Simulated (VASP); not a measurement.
# BaTiO3 (R3m) in VASP: further runs

BaTiO3 is run at these levels: LDA; tasks: electric field gradients.

Program: VASP 6.6.1. These are calculated values, not measurements. Logs are shortened: lines on timing, memory, paths and dates and some standing lists are left out, and cuts for length are marked.

### 1 The cell of the first run

Symmetry: R3m, No. 160, trigonal system. The conventional cell has a = 5.693 Å, b = 5.693 Å, c = 6.999 Å, α = 90.00°, β = 90.00°, γ = 120.00°. Ba (site symmetry 3m) has 12 O at 2.81 to 2.90 Å and 8 Ti at 3.40 to 3.60 Å within 3.7 Å. Within 2.5 Å of Ti (site symmetry 3m) lie 6 O at 1.89 to 2.15 Å. O (site symmetry m) has 2 Ti at 1.89 to 2.15 Å within 2.5 Å.

### 2 Electric field gradients, LDA (13.10 Å³/atom)

Contents of INCAR:

```
ALGO = Normal
EDIFF = 1E-8
ENCUT = 520
ISIF = 2
ISMEAR = -1
LASPH = T
LCHARG = F
LEFG = T
LREAL = F
LWAVE = F
NBANDS = 28
NELM = 80
PREC = Accurate
SIGMA = 0.05
```

Contents of KPOINTS:

```
k-points
0
Gamma
  9 9 9
```

Contents of POSCAR:

```
BaTiO3
1.0
    2.8463949824      1.6433669093      2.3330812713
   -2.8463949824      1.6433669093      2.3330812713
    0.0000000000     -3.2867338186      2.3330812713
Ba Ti O
1 1 3
Direct
    0.0000000000      0.0000000000      0.0000000000
    0.5140000000      0.5140000000      0.5140000000
    0.4916000000      0.4916000000      0.9815000000
    0.4916000000      0.9815000000      0.4916000000
    0.9815000000      0.4916000000      0.4916000000
```

Potentials or basis: VASP PAW LDA potentials, release 64 (Ba_sv, Ti_sv, O).

Launch:

```sh
$ cat potpaw_LDA.64/Ba_sv/POTCAR potpaw_LDA.64/Ti_sv/POTCAR potpaw_LDA.64/O/POTCAR > POTCAR
$ mpirun -np 1 vasp_std > vasp.out
```

OUTCAR:

```text
EDIFF = 1E-8
   ENCUT = 520
   ISIF = 2
   ISMEAR = -1
   LASPH = T
   LREAL = F
   NELM = 80
   PREC = Accurate

 ion  position               nearest neighbor table
   1  0.000  0.000  0.000-   3 2.81   4 2.81   5 2.81   5 2.85   4 2.85   4 2.85   5 2.85   3 2.85
                             3 2.85   3 2.90   4 2.90   5 2.90   2 3.40   2 3.46   2 3.46   2 3.46
   2  0.514  0.514  0.514-   3 1.89   4 1.89   5 1.89   3 2.15   4 2.15   5 2.15   1 3.40   1 3.46
                             1 3.46   1 3.46   1 3.52   1 3.52   1 3.52   1 3.60
   3  0.492  0.492  0.981-   2 1.89   2 2.15   1 2.81   1 2.85   1 2.85   1 2.90
   4  0.492  0.981  0.492-   2 1.89   2 2.15   1 2.81   1 2.85   1 2.85   1 2.90
   5  0.981  0.492  0.492-   2 1.89   2 2.15   1 2.81   1 2.85   1 2.85   1 2.90

  LATTYP: Found a trigonal (rhomboedric) cell.
 ALAT       =     4.0306187382
 COS(alpha) =     0.0025827226

  Lattice vectors:

 A1 = (   2.8463949824,   1.6433669093,   2.3330812713)
 A2 = (  -2.8463949824,   1.6433669093,   2.3330812713)
 A3 = (   0.0000000000,  -3.2867338186,   2.3330812713)

Analysis of symmetry for initial positions (statically):
=====================================================================
 Subroutine PRICEL returns:
 Original cell was already a primitive cell.

 Routine SETGRP: Setting up the symmetry group for a
 trigonal (rhombohedral) supercell.

 Subroutine GETGRP returns: Found  6 space group operations
 (whereof  6 operations were pure point group operations)
 out of a pool of 12 trial point group operations.

The static configuration has the point symmetry C_3v.

Analysis of symmetry for dynamics (positions and initial velocities):
=====================================================================
 Subroutine PRICEL returns:
 Original cell was already a primitive cell.

 Routine SETGRP: Setting up the symmetry group for a
 trigonal (rhombohedral) supercell.

 Subroutine GETGRP returns: Found  6 space group operations
 (whereof  6 operations were pure point group operations)
 out of a pool of 12 trial point group operations.

The dynamic configuration has the point symmetry C_3v.

 Subroutine INISYM returns: Found  6 space group operations
 (whereof  6 operations are pure point group operations),
 and found     1 'primitive' translations

[... 151 lines left out ...]
 cond. band min:       5.5260635261   @ k =   0.0000   0.0000   0.0000
 fundamental gap:      2.2531867087
 Fermi energy:         4.4729311772

 k-point     1 :       0.0000    0.0000    0.0000
  band No.  band energies     occupation
      1     -52.3361      2.00000
      2     -28.9813      2.00000
      3     -28.9813      2.00000
      4     -28.9781      2.00000
      5     -21.3889      2.00000
      6     -13.1671      2.00000
[... 733 lines left out ...]
     27      11.2793      0.00000
     28      12.9150      0.00000

 [... further k-points ...]

------------------------ aborting loop because EDIFF is reached ----------------------------------------

  FORCE on cell =-STRESS in cart. coord.  units (eV):
  Direction    XX          YY          ZZ          XY          YZ          ZX
  --------------------------------------------------------------------------------------
  -------------------------------------------------------------------------------------
  Total       -2.8929609     -2.8929609     -2.9065764      0.0000000      0.0000000     -0.0000000
  in kB      -70.7851773    -70.7851773    -71.1183236      0.0000000      0.0000000     -0.0000000
  external PRESSURE =     -70.8962261 kB  Pullay stress =       0.0000000 kB

 VOLUME and BASIS-vectors are now :
 -----------------------------------------------------------------------------
  energy-cutoff  :      520.00
  volume of cell :       65.48
      direct lattice vectors                 reciprocal lattice vectors
     2.846394982  1.643366909  2.333081271     0.175660793  0.101417806  0.142872577
    -2.846394982  1.643366909  2.333081271    -0.175660793  0.101417806  0.142872577
     0.000000000 -3.286733819  2.333081271     0.000000000 -0.202835612  0.142872577

 POSITION                                       TOTAL-FORCE (eV/Angst)
 -----------------------------------------------------------------------------------
      0.00000      0.00000      0.00000         0.000000      0.000000      0.106777
      0.00000      0.00000      3.59761         0.000000      0.000000      0.181598
      0.00000     -1.61017      4.58380         0.000000      0.026606     -0.096125
     -1.39445      0.80509      4.58380         0.023042     -0.013303     -0.096125
      1.39445      0.80509      4.58380        -0.023042     -0.013303     -0.096125
 -----------------------------------------------------------------------------------
    total drift:                               -0.000000      0.000002     -0.000630

  FREE ENERGIE OF THE ION-ELECTRON SYSTEM (eV)
  ---------------------------------------------------
  free  energy   TOTEN  =       -44.0966138395 eV

  energy  without entropy=      -44.0966138394  energy(sigma->0) =      -44.09661384

 Electric field gradients (V/A^2)
---------------------------------------------------------------------
 ion       V_xx      V_yy      V_zz      V_xy      V_xz      V_yz
---------------------------------------------------------------------
   1      -1.669    -1.669     3.338     0.000    -0.000     0.000
   2      -5.489    -5.489    10.978    -0.000    -0.000    -0.000
   3      -9.833     8.016     1.818    -0.000     0.000   -13.509
   4       3.554    -5.371     1.818    -7.729   -11.699     6.755
   5       3.554    -5.371     1.818     7.729    11.699     6.755
---------------------------------------------------------------------

 Electric field gradients after diagonalization (V/A^2)
 (convention: |V_zz| > |V_xx| > |V_yy|)
----------------------------------------------------------------------
 ion       V_xx      V_yy      V_zz     asymmetry (V_yy - V_xx)/ V_zz
----------------------------------------------------------------------
   1      -1.669    -1.669     3.338       0.000
   2      -5.489    -5.489    10.978       0.000
   3      -9.833    -8.943    18.777       0.047
   4      -9.833    -8.943    18.777       0.047
   5      -9.833    -8.943    18.777       0.047
----------------------------------------------------------------------

           NMR quadrupolar parameters

 Cq : quadrupolar parameter    Cq=e*Q*V_zz/h
 eta: asymmetry parameters     (V_yy - V_xx)/ V_zz
 Q  : nuclear electric quadrupole moment in mb (millibarn)
----------------------------------------------------------------------
 ion       Cq(MHz)       eta       Q (mb)
----------------------------------------------------------------------
   1       0.008       0.000       1.000
   2       0.027       0.000       1.000
   3       0.045       0.047       1.000
   4       0.045       0.047       1.000
   5       0.045       0.047       1.000
----------------------------------------------------------------------
```

stdout:

```text
POSCAR found type information on POSCAR BaTiO
 POSCAR found :  3 types and       5 ions
 scaLAPACK will be used
 LDA part: xc-table for (Slater(with rela. corr.)+CA(PZ))
 , standard interpolation
 POSCAR, INCAR and KPOINTS ok, starting setup
 FFT: planning ... GRIDC
 FFT: planning ... GRID_SOFT
 FFT: planning ... GRID
 WAVECAR not read
 entering main loop
ion   1

ion   2

ion   3

ion   4
     0.0000293     1.1016673    -1.1144148    -0.6033434     1.9302230    -0.6360479
     0.0000403     1.1016672    -1.1144148    -0.6033434     1.9302230    -0.6360479
     0.0000555     1.1016672    -1.1144148    -0.6033434     1.9302230    -0.6360479
     0.0000765     1.1016672    -1.1144147    -0.6033434     1.9302229    -0.6360478

     0.0000293     5.5348408    -5.0430654    -1.6100333     8.7348455    -3.1955418
     0.0000403     5.5348397    -5.0430644    -1.6100331     8.7348438    -3.1955412
     0.0000555     5.5348378    -5.0430627    -1.6100326     8.7348409    -3.1955401
     0.0000765     5.5348346    -5.0430599    -1.6100319     8.7348360    -3.1955383

ion   5
     0.0000293    -1.1016673    -1.1144148    -0.6033434    -1.9302230    -0.6360479
     0.0000403    -1.1016672    -1.1144148    -0.6033434    -1.9302230    -0.6360479
     0.0000555    -1.1016672    -1.1144148    -0.6033434    -1.9302230    -0.6360479
     0.0000765    -1.1016672    -1.1144147    -0.6033434    -1.9302229    -0.6360478

     0.0000293    -5.5348408    -5.0430654    -1.6100333    -8.7348455    -3.1955418
     0.0000403    -5.5348397    -5.0430644    -1.6100331    -8.7348438    -3.1955412
     0.0000555    -5.5348378    -5.0430627    -1.6100326    -8.7348409    -3.1955401
     0.0000765    -5.5348346    -5.0430599    -1.6100319    -8.7348360    -3.1955383
```

It took 3.2 min on 1 thread of Intel Xeon 8259CL, shared host; peak memory 0.27 GiB.

Results:

* Free energy: -44.0966 eV
* Pressure: -7.1 GPa
* Largest force: 0.182 eV/Å
* Band gap on the k mesh: 2.25 eV (least direct gap 2.61 eV)
* Largest electric field gradient by atom: Ba +3.3; Ti +11.0; O +18.8 V/Å²

Forces on the atoms (eV/Å):
```
Ba   0.000  0.000  0.107
Ti   0.000  0.000  0.182
O    0.000  0.027 -0.096
O    0.023 -0.013 -0.096
O   -0.023 -0.013 -0.096
```

Electric field gradients, principal values (V/Å²):
| atom | least | middle | greatest (by size) |
| --- | --- | --- | --- |
| 1 Ba | -1.669 | -1.669 | 3.338 |
| 2 Ti | -5.489 | -5.489 | 10.978 |
| 3 O | -8.943 | -9.833 | 18.777 |
| 4 O | -8.943 | -9.833 | 18.777 |
| 5 O | -8.943 | -9.833 | 18.777 |

Caveat: the cell stands under tension; without QUAD_EFG the Cq values of the log hold for a quadrupole moment of 1 mb, not for the nuclei; spin-orbit coupling is left out, which moves the levels of the heavy elements; an odd mesh through Γ misses points on the zone boundary, where band edges can lie.

### 3 Electric field gradients, LDA (13.61 Å³/atom)

This run uses another cell than the first one, of 13.61 Å³/atom.

Contents of INCAR:

```
SYSTEM = BaTiO3
PREC = Accurate ; ENCUT = 520
EDIFF = 1E-8 ; ISMEAR = -1
SIGMA = 0.05 ; LREAL = .False.
LASPH = .True. ; NELM = 60
ALGO = Normal ; ISIF = 2
LWAVE = .False. ; LCHARG = .False.
LEFG = .True. ; NBANDS = 28
```

Contents of KPOINTS:

```
Automatic mesh
0
Gamma
  9 9 9
  0 0 0
```

Changes to POSCAR since step 2:

```diff
@@ -2,5 +2,5 @@
 1.0
-    2.8463949824      1.6433669093      2.3330812713
-   -2.8463949824      1.6433669093      2.3330812713
-    0.0000000000     -3.2867338186      2.3330812713
+    2.8831267109      1.6645739827      2.3631888664
+   -2.8831267109      1.6645739827      2.3631888664
+    0.0000000000     -3.3291479653      2.3631888664
 Ba Ti O
```

Potentials or basis: VASP PAW LDA potentials, release 64 (Ba_sv, Ti_sv, O).

Launch:

```sh
$ cat potpaw_LDA.64/Ba_sv/POTCAR potpaw_LDA.64/Ti_sv/POTCAR potpaw_LDA.64/O/POTCAR > POTCAR
$ mpirun -np 1 vasp_std > vasp.out
```

OUTCAR:

```text
SYSTEM = BaTiO3
   PREC = Accurate
   ENCUT = 520
   EDIFF = 1E-8
   ISMEAR = -1
   LREAL = .False.
   LASPH = .True.
   NELM = 60
   ISIF = 2

 ion  position               nearest neighbor table
   1  0.000  0.000  0.000-   4 2.84   5 2.84   3 2.84   3 2.88   3 2.88   4 2.88   5 2.88   5 2.88
                             4 2.88   5 2.94   4 2.94   3 2.94   2 3.45   2 3.50   2 3.50   2 3.50
   2  0.514  0.514  0.514-   3 1.91   4 1.91   5 1.91   3 2.18   4 2.18   5 2.18   1 3.45   1 3.50
                             1 3.50   1 3.50   1 3.57   1 3.57   1 3.57   1 3.64
   3  0.492  0.492  0.981-   2 1.91   2 2.18   1 2.84   1 2.88   1 2.88   1 2.94
   4  0.492  0.981  0.492-   2 1.91   2 2.18   1 2.84   1 2.88   1 2.88   1 2.94
   5  0.981  0.492  0.492-   2 1.91   2 2.18   1 2.84   1 2.88   1 2.88   1 2.94

  LATTYP: Found a trigonal (rhomboedric) cell.
 ALAT       =     4.0826324588
 COS(alpha) =     0.0025827226

  Lattice vectors:

 A1 = (   2.8831267109,   1.6645739827,   2.3631888664)
 A2 = (  -2.8831267109,   1.6645739827,   2.3631888664)
 A3 = (   0.0000000000,  -3.3291479653,   2.3631888664)

Analysis of symmetry for initial positions (statically):
=====================================================================
 Subroutine PRICEL returns:
 Original cell was already a primitive cell.

 Routine SETGRP: Setting up the symmetry group for a
 trigonal (rhombohedral) supercell.

 Subroutine GETGRP returns: Found  6 space group operations
 (whereof  6 operations were pure point group operations)
 out of a pool of 12 trial point group operations.

The static configuration has the point symmetry C_3v.
[... 923 lines left out ...]
  --------------------------------------------------------------------------------------
  -------------------------------------------------------------------------------------
  Total       -5.3570087     -5.3570087     -5.2191335      0.0000000     -0.0000000     -0.0000000
  in kB     -126.1294272   -126.1294272   -122.8831901      0.0000000     -0.0000000     -0.0000000
  external PRESSURE =    -125.0473482 kB  Pullay stress =       0.0000000 kB

 VOLUME and BASIS-vectors are now :
 -----------------------------------------------------------------------------
  energy-cutoff  :      520.00
  volume of cell :       68.05
      direct lattice vectors                 reciprocal lattice vectors
     2.883126711  1.664573983  2.363188866     0.173422832  0.100125719  0.141052346
    -2.883126711  1.664573983  2.363188866    -0.173422832  0.100125719  0.141052346
     0.000000000 -3.329147965  2.363188866     0.000000000 -0.200251438  0.141052346

 POSITION                                       TOTAL-FORCE (eV/Angst)
 -----------------------------------------------------------------------------------
      0.00000      0.00000      0.00000        -0.000000      0.000000      0.117480
      0.00000      0.00000      3.64404        -0.000000      0.000000      0.555299
      0.00000     -1.63095      4.64296        -0.000000      0.258265     -0.224260
     -1.41244      0.81547      4.64296         0.223664     -0.129132     -0.224260
      1.41244      0.81547      4.64296        -0.223664     -0.129132     -0.224260
 -----------------------------------------------------------------------------------
    total drift:                               -0.000000      0.000002      0.001001

  FREE ENERGIE OF THE ION-ELECTRON SYSTEM (eV)
  ---------------------------------------------------
  free  energy   TOTEN  =       -43.9406295987 eV

  energy  without entropy=      -43.9406295986  energy(sigma->0) =      -43.94062960

 Electric field gradients (V/A^2)
---------------------------------------------------------------------
 ion       V_xx      V_yy      V_zz      V_xy      V_xz      V_yz
---------------------------------------------------------------------
   1      -1.595    -1.595     3.189     0.000    -0.000    -0.000
   2      -5.344    -5.344    10.688    -0.000    -0.000    -0.000
   3     -11.411     9.790     1.621     0.000     0.000   -15.508
   4       4.490    -6.111     1.621    -9.180   -13.430     7.754
   5       4.490    -6.111     1.621     9.180    13.430     7.754
---------------------------------------------------------------------

 Electric field gradients after diagonalization (V/A^2)
 (convention: |V_zz| > |V_xx| > |V_yy|)
----------------------------------------------------------------------
 ion       V_xx      V_yy      V_zz     asymmetry (V_yy - V_xx)/ V_zz
----------------------------------------------------------------------
   1      -1.595    -1.595     3.189       0.000
   2      -5.344    -5.344    10.688       0.000
   3     -11.411   -10.332    21.742       0.050
   4     -11.411   -10.332    21.742       0.050
   5     -11.411   -10.332    21.742       0.050
----------------------------------------------------------------------

           NMR quadrupolar parameters

 Cq : quadrupolar parameter    Cq=e*Q*V_zz/h
 eta: asymmetry parameters     (V_yy - V_xx)/ V_zz
 Q  : nuclear electric quadrupole moment in mb (millibarn)
----------------------------------------------------------------------
 ion       Cq(MHz)       eta       Q (mb)
----------------------------------------------------------------------
   1       0.008       0.000       1.000
   2       0.026       0.000       1.000
   3       0.053       0.050       1.000
   4       0.053       0.050       1.000
   5       0.053       0.050       1.000
----------------------------------------------------------------------
```

OSZICAR:

```text
N       E                     dE             d eps       ncg     rms          rms(c)
DAV:   1     0.421902700958E+03    0.42190E+03   -0.20799E+04  4760   0.153E+03
DAV:   2    -0.849892424677E+01   -0.43040E+03   -0.41073E+03  5464   0.420E+02
DAV:   3    -0.523607715595E+02   -0.43862E+02   -0.42967E+02  6636   0.131E+02
DAV:   4    -0.544561280440E+02   -0.20954E+01   -0.20909E+01  7272   0.246E+01
DAV:   5    -0.545210400886E+02   -0.64912E-01   -0.64903E-01  6400   0.329E+00    0.221E+01
DAV:   6    -0.445210286438E+02    0.10000E+02   -0.58141E+01  7192   0.651E+01    0.107E+01
DAV:   7    -0.442604523822E+02    0.26058E+00   -0.13209E+01  6528   0.267E+01    0.677E+00
DAV:   8    -0.440027365353E+02    0.25772E+00   -0.65510E-01  5656   0.700E+00    0.376E+00
DAV:   9    -0.439900877724E+02    0.12649E-01   -0.59880E-01  7376   0.664E+00    0.202E+00
DAV:  10    -0.439456284446E+02    0.44459E-01   -0.22320E-01  5804   0.432E+00    0.567E-01
DAV:  11    -0.439411609938E+02    0.44675E-02   -0.24810E-02  5996   0.955E-01    0.241E-01
DAV:  12    -0.439410052995E+02    0.15569E-03   -0.55685E-03  6728   0.641E-01    0.151E-01
DAV:  13    -0.439406285365E+02    0.37676E-03   -0.11548E-03  6312   0.322E-01    0.145E-02
DAV:  14    -0.439406300728E+02   -0.15363E-05   -0.54214E-05  7116   0.489E-02    0.524E-03
DAV:  15    -0.439406315058E+02   -0.14330E-05   -0.49530E-06  6104   0.182E-02    0.103E-02
DAV:  16    -0.439406295880E+02    0.19177E-05   -0.53129E-06  5892   0.229E-02    0.124E-03
DAV:  17    -0.439406296004E+02   -0.12346E-07   -0.22785E-07  6592   0.269E-03    0.745E-04
DAV:  18    -0.439406295987E+02    0.16889E-08   -0.91413E-09  3956   0.766E-04
   1 F= -.43940630E+02 E0= -.43940630E+02  d E =-.116361E-09
```

Wall time 3.4 min (1 thread of Intel Xeon 8259CL, shared host); peak memory 0.27 GiB.

What came out:

```
Free energy                             : -43.9406 eV
Pressure                                : -12.5 GPa
Largest force                           : 0.555 eV/Å
Band gap on the k mesh                  : 2.16 eV (least direct gap 2.55 eV)
Largest electric field gradient by atom : Ba +3.2; Ti +10.7; O +21.7 V/Å²
```

Forces on the atoms (eV/Å):
```
Ba   0.000  0.000  0.117
Ti   0.000  0.000  0.555
O    0.000  0.258 -0.224
O    0.224 -0.129 -0.224
O   -0.224 -0.129 -0.224
```

Electric field gradients, principal values (V/Å²):
| atom | least | middle | greatest (by size) |
| --- | --- | --- | --- |
| 1 Ba | -1.595 | -1.595 | 3.189 |
| 2 Ti | -5.344 | -5.344 | 10.688 |
| 3 O | -10.332 | -11.411 | 21.742 |
| 4 O | -10.332 | -11.411 | 21.742 |
| 5 O | -10.332 | -11.411 | 21.742 |

Caveat: the cell stands under tension; without QUAD_EFG the Cq values of the log hold for a quadrupole moment of 1 mb, not for the nuclei; spin-orbit coupling is left out, which moves the levels of the heavy elements; an odd mesh through Γ misses points on the zone boundary, where band edges can lie.
